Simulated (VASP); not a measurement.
# CuO (P1) in VASP: notebook, part 3 of 3

VASP 6.6.1. The steps go on from the part before.

### Step 5. Single point, LDA

This run uses another cell than the first one, of 10.43 Å³/atom.

File INCAR:

```
SYSTEM = CuO
PREC     = Accurate       ! precision mode
ENCUT    = 520            ! plane-wave cutoff, eV
EDIFF    = 1E-6           ! SCF threshold, eV
ISMEAR   = -1             ! smearing method
SIGMA    = 0.05           ! smearing width, eV
LREAL    = .False.        ! projectors in reciprocal space
LASPH    = .True.         ! aspherical terms in the spheres
NELM     = 60             ! most SCF steps
ALGO     = Normal         ! electronic algorithm
ISIF     = 2              ! what is computed and relaxed
LWAVE    = .False.        ! write WAVECAR
LCHARG   = .False.        ! write CHGCAR
GGA      = CA             ! functional
NBANDS   = 25             ! bands
```

File KPOINTS:

```
regular mesh
0
Gamma
  10 10 5
  0 0 0
```

File POSCAR:

```
CuO
1.0
    0.1920988932     -2.2008743899     -2.0700306583
   -2.0463018774      0.1076939916     -1.9856257566
    2.4145618661      2.3159196736     -4.4472054935
Cu O
2 2
Direct
    0.4562322400      0.5306856300      0.4854117400
    0.9742842800      0.9858673900      0.0243612000
    0.8016626700      0.7447211200      0.7392802400
    0.2678208100      0.2387258700      0.2509468100
```

Potentials or basis: VASP PAW LDA potentials, release 64 (Cu, O).

The run is started by

```sh
cat potpaw_LDA.64/Cu/POTCAR potpaw_LDA.64/O/POTCAR > POTCAR
mpirun -np 1 vasp_std > vasp.out
```

OUTCAR:

```text
SYSTEM = CuO
   PREC = Accurate
   ENCUT = 520
   EDIFF = 1E-6
   ISMEAR = -1
   LREAL = .False.
   LASPH = .True.
   NELM = 60
   ISIF = 2
   GGA = CA

 ion  position               nearest neighbor table
   1  0.456  0.531  0.485-   4 2.02   4 2.05   3 2.06   3 2.29   3 2.32   4 2.37
   2  0.974  0.986  0.024-   4 2.11   4 2.12   3 2.14   4 2.15   3 2.29
   3  0.802  0.745  0.739-   1 2.06   2 2.14   2 2.29   1 2.29   1 2.32
   4  0.268  0.239  0.251-   1 2.02   1 2.05   2 2.11   2 2.12   2 2.15   1 2.37

  Warning from LATTYP: Got some problem with cell dimensions!
  Tried to take original basis but could not verify dimensions!
  LATTYP: Found a triclinic cell.
 ALAT       =     3.2166831005
 B/A-ratio  =     2.7251577931
 C/A-ratio  =     2.2383871059
 COS(alpha) =     0.0043496800
 COS(beta)  =     0.6735101966
 COS(gamma) =     0.7129624061

  Lattice vectors:

 A1 = (   2.2384007706,  -2.3085683815,  -0.0844049017)
 A2 = (   8.7455663915,  -0.2080366911,  -0.5603588820)
 A3 = (   0.0159377977,  -6.8253624450,   2.2927699335)

Analysis of symmetry for initial positions (statically):
=====================================================================
 Subroutine PRICEL returns:
 Original cell was already a primitive cell.

 Routine SETGRP: Setting up the symmetry group for a
 triclinic supercell.

 Subroutine GETGRP returns: Found  1 space group operations
 (whereof  1 operations were pure point group operations)
 out of a pool of  2 trial point group operations.

The static configuration has the point symmetry C_1 .

Analysis of symmetry for dynamics (positions and initial velocities):
=====================================================================
 Subroutine PRICEL returns:
 Original cell was already a primitive cell.

 Routine SETGRP: Setting up the symmetry group for a
 triclinic supercell.

 Subroutine GETGRP returns: Found  1 space group operations
 (whereof  1 operations were pure point group operations)
 out of a pool of  2 trial point group operations.
[... 123 lines left out ...]
   IMIX   =      4    mixing-type and parameters
     AMIX     =   0.40;   BMIX     =  1.00
     AMIX_MAG =   1.60;   BMIX_MAG =  1.00
  volume/ion in A,a.u.               =      10.43        70.39
  Fermi-wavevector in a.u.,A,eV,Ry     =   1.529157  2.889688 31.814803  2.338322
  Thomas-Fermi vector in A             =   2.636817
   LORBIT       =      0    0 simple, 1 ext, 2 COOP (PROOUT), +10 PAW based schemes
   GGA     = CA    functional components
   LHFCALC =     F    Hartree Fock is set to
   AEXX    =    0.0000 exact exchange contribution
   IVDW    =     0    specifies the selected vdW correction
   LEPSILON=     F    determine dielectric tensor
   LRPA    =     F    only Hartree local field effects (RPA)
 non-spin polarized calculation
  energy-cutoff  :      520.00
  volume of cell :       41.72
 maximum number of plane-waves:      1137
   NGX = 11   NGY = 11   NGZ = 21

 number of electron      34.0000002 magnetization

 Free energy of the ion-electron system (eV)
  ---------------------------------------------------
  ext. energy  EPLUGINS =         0.00000000
  ---------------------------------------------------
  free energy    TOTEN  =       -21.85933664 eV

  energy without entropy =      -21.82797514  energy(sigma->0) =      -21.84365589

 E-fermi :   4.5785     XC(G=0): -12.3766

 val. band max:        4.5739596736   @ k =  -0.4000  -0.0000   0.4000
 cond. band min:       4.5864800950   @ k =  -0.1000   0.2000  -0.0000
 fundamental gap:      0.0125204214
 Fermi energy:         4.5785375252

 k-point     1 :       0.0000    0.0000    0.0000
  band No.  band energies     occupation
      1     -14.0988      2.00000
      2     -12.6691      2.00000
      3      -2.3110      2.00000
      4       0.0935      2.00000
      5       0.4863      2.00000
      6       1.5807      2.00000
[... 661 lines left out ...]
     24      16.3514      0.00000
     25      17.5423      0.00000

 [... further k-points ...]

------------------------ aborting loop because EDIFF is reached ----------------------------------------

  FORCE on cell =-STRESS in cart. coord.  units (eV):
  Direction    XX          YY          ZZ          XY          YZ          ZX
  --------------------------------------------------------------------------------------
  -------------------------------------------------------------------------------------
  Total       -5.9823601     -5.4629093     -6.2322323      0.3866472      0.6425385      2.0684136
  in kB     -229.7397808   -209.7913791   -239.3355902     14.8483606     24.6753219     79.4330149
  external PRESSURE =    -226.2889167 kB  Pullay stress =       0.0000000 kB

 VOLUME and BASIS-vectors are now :
 -----------------------------------------------------------------------------
  energy-cutoff  :      520.00
  volume of cell :       41.72
      direct lattice vectors                 reciprocal lattice vectors
     0.192098893 -2.200874390 -2.070030658     0.098743708 -0.333045470 -0.119824408
    -2.046301877  0.107693992 -1.985625757    -0.349512873  0.099326192 -0.138039264
     2.414561866  2.315919674 -4.447205494     0.110091441  0.110673925 -0.107452980

 POSITION                                       TOTAL-FORCE (eV/Angst)
 -----------------------------------------------------------------------------------
      0.17376      0.17722     -4.15688         0.811746      0.178070     -0.952650
     -1.77140     -1.98169     -4.08270        -0.635926     -0.757968      0.499141
      0.41511      0.02796     -6.42593         0.086439      0.310146     -0.025283
      0.16887      0.01744     -2.14443        -0.262259      0.269752      0.478792
 -----------------------------------------------------------------------------------
    total drift:                               -0.000131      0.000521      0.000298

  FREE ENERGIE OF THE ION-ELECTRON SYSTEM (eV)
  ---------------------------------------------------
  free  energy   TOTEN  =       -21.8593366418 eV

  energy  without entropy=      -21.8279751413  energy(sigma->0) =      -21.84365589
```

OSZICAR:

```text
N       E                     dE             d eps       ncg     rms          rms(c)
DAV:   1     0.292291622247E+03    0.29229E+03   -0.16083E+04 13264   0.218E+03
DAV:   2     0.919602761687E+01   -0.28310E+03   -0.26260E+03 12985   0.399E+02
DAV:   3    -0.263068300350E+02   -0.35503E+02   -0.33331E+02 15483   0.155E+02
DAV:   4    -0.275943307915E+02   -0.12875E+01   -0.12751E+01 16076   0.320E+01
DAV:   5    -0.276144287824E+02   -0.20098E-01   -0.20086E-01 16373   0.352E+00    0.161E+01
DAV:   6    -0.264503123836E+02    0.11641E+01   -0.37372E+01 18117   0.150E+02    0.162E+01
DAV:   7    -0.224349444344E+02    0.40154E+01   -0.17480E+01 16744   0.113E+02    0.620E+00
DAV:   8    -0.219970937802E+02    0.43785E+00   -0.19566E+00 19930   0.171E+01    0.294E+00
DAV:   9    -0.219772746094E+02    0.19819E-01   -0.28679E-01 19667   0.190E+01    0.280E+00
DAV:  10    -0.218829851935E+02    0.94289E-01   -0.15665E-01 22254   0.155E+01    0.134E+00
DAV:  11    -0.218682032561E+02    0.14782E-01   -0.11463E-01 18003   0.854E+00    0.744E-01
DAV:  12    -0.218607138117E+02    0.74894E-02   -0.32024E-02 20255   0.525E+00    0.322E-01
DAV:  13    -0.218593450846E+02    0.13687E-02   -0.49314E-03 20036   0.159E+00    0.641E-02
DAV:  14    -0.218593427309E+02    0.23537E-05   -0.43435E-04 18232   0.255E-01    0.228E-02
DAV:  15    -0.218593448285E+02   -0.20976E-05   -0.48160E-05 20626   0.208E-01    0.259E-02
DAV:  16    -0.218593368274E+02    0.80011E-05   -0.16774E-05 20141   0.869E-02    0.520E-03
DAV:  17    -0.218593366418E+02    0.18563E-06   -0.24545E-06 11318   0.190E-02
   1 F= -.21859337E+02 E0= -.21843656E+02  d E =-.313615E-01
```

stdout:

```text
POSCAR found type information on POSCAR CuO
 POSCAR found :  2 types and       4 ions
 scaLAPACK will be used
 LDA part: xc-table for (Slater(with rela. corr.)+CA(PZ))
 , standard interpolation
 POSCAR, INCAR and KPOINTS ok, starting setup
 FFT: planning ... GRIDC
 FFT: planning ... GRID_SOFT
 FFT: planning ... GRID
 WAVECAR not read
 entering main loop
```

It took 2.4 min on 1 thread of Intel Xeon 6975P-C (Granite Rapids), shared host; peak memory 0.31 GiB.

Results:

* Free energy: -21.8593 eV
* Pressure: -22.6 GPa
* Largest force: 1.264 eV/Å
* Band gap on the k mesh: zero (bands 17 and 18 overlap by 0.71 eV)

Forces on the atoms (eV/Å):
```
Cu   0.812  0.178 -0.953
Cu  -0.636 -0.758  0.499
O    0.086  0.310 -0.025
O   -0.262  0.270  0.479
```

Stress tensor (GPa, compression positive):
```
-22.97   1.48   7.94
  1.48 -20.98   2.47
  7.94   2.47 -23.93
```

Caveat: the cell stands under tension; semilocal functionals often make such compounds metallic where correlation or magnetic order opens a gap, which also shifts bond lengths; forces of over 1 eV/Å act on the atoms, so gaps and moduli don't describe the material at rest. With open d or f shells a metallic result of LDA can be an artefact of self-interaction; +U or a hybrid may open a gap.

### Step 6. Single point, BLYP

This run uses another cell than the first one, of 10.43 Å³/atom.

File INCAR:

```
PREC = Accurate
ENCUT = 520
EDIFF = 1E-6
ISMEAR = -1
SIGMA = 0.05
LREAL = False
LASPH = True
NELM = 80
ALGO = Normal
ISIF = 2
LWAVE = False
LCHARG = False
GGA = B5
ALDAX = 1.0
AGGAX = 1.0
AGGAC = 1.0
ALDAC = 0.0
NBANDS = 25
```

File KPOINTS:

```
Automatic mesh
0
Gamma
  10 10 5
```

POSCAR is that of step 5.

Potentials or basis: VASP PAW PBE potentials, release 64 (Cu, O).

The run is started by

```sh
cat potpaw_PBE.64/Cu/POTCAR potpaw_PBE.64/O/POTCAR > POTCAR
mpirun -np 1 vasp_std > vasp.out
```

It took 2.9 min on 1 thread of Intel Xeon 6975P-C (Granite Rapids), shared host; peak memory 0.32 GiB.

The run converged. Its results:

* Free energy: -17.0111 eV
* Pressure: -2.3 GPa
* Largest force: 1.559 eV/Å
* Band gap on the k mesh: zero (bands 17 and 18 overlap by 0.70 eV)

Forces on the atoms (eV/Å):
```
Cu   1.031  0.105 -1.165
Cu  -0.758 -0.968  0.580
O    0.082  0.499  0.014
O   -0.355  0.365  0.571
```

Stress tensor (GPa, compression positive):
```
-2.76  1.45  8.05
 1.45 -1.51  2.17
 8.05  2.17 -2.74
```

Levels at points of the mesh, in eV from the Fermi level:
```tsv
k point	band 15	band 16	band 17	band 18	band 19	band 20
(0.00, 0.00, 0.00)	-1.04	-0.88	0.32	0.59	1.20	6.36
(0.50, 0.00, 0.00)	-0.91	-0.60	-0.26	-0.16	6.42	6.77
(0.00, 0.50, 0.00)	-0.86	-0.64	-0.21	-0.17	6.74	6.96
(0.50, 0.50, 0.00)	-1.37	-1.13	0.45	0.75	5.24	5.70
```

Caveat: the PAW data sets were made with another functional, which shifts forces and pressure a little; semilocal functionals often make such compounds metallic where correlation or magnetic order opens a gap, which also shifts bond lengths.

### Step 7. Overview

| level | potentials or basis | cell | gap on the mesh (eV) | pressure (GPa) | largest force (eV/Å) |
| --- | --- | --- | --- | --- | --- |
| BLYP | VASP PAW PBE potentials, release 64 (Cu, O) | a = 2.988, b = 2.816, c = 5.493 Å, angles 74.9, 74.3, 66.2°, 4 atoms | none | 3.7 | 1.78 |
| LDA | VASP PAW LDA potentials, release 64 (Cu, O) | a = 3.008, b = 2.835, c = 5.529 Å, angles 74.9, 74.3, 66.2°, 4 atoms | none | -20.6 | 1.36 |
| BLYP | VASP PAW PBE potentials, release 64 (Cu, O) | a = 3.008, b = 2.835, c = 5.529 Å, angles 74.9, 74.3, 66.2°, 4 atoms | none | 0.5 | 1.67 |
| LDA | VASP PAW LDA potentials, release 64 (Cu, O) | a = 3.028, b = 2.853, c = 5.565 Å, angles 74.9, 74.3, 66.2°, 4 atoms | none | -22.6 | 1.26 |
| BLYP | VASP PAW PBE potentials, release 64 (Cu, O) | a = 3.028, b = 2.853, c = 5.565 Å, angles 74.9, 74.3, 66.2°, 4 atoms | none | -2.3 | 1.56 |

Alike in all rows: task single point; no spin polarisation; k mesh 10 × 10 × 5; cutoff (eV) 520; smearing fermi-dirac 0.05 eV.

Caveats: semilocal functionals often make such compounds metallic where correlation or magnetic order opens a gap, which also shifts bond lengths; the PAW data sets were made with another functional, which shifts forces and pressure a little (at least some runs); the cell stands under tension (at least some runs); forces of over 1 eV/Å act on the atoms, so gaps and moduli don't describe the material at rest (at least some runs); the cell stands under pressure (at least some runs).

Absolute energies hang on the potentials; compare differences alone.
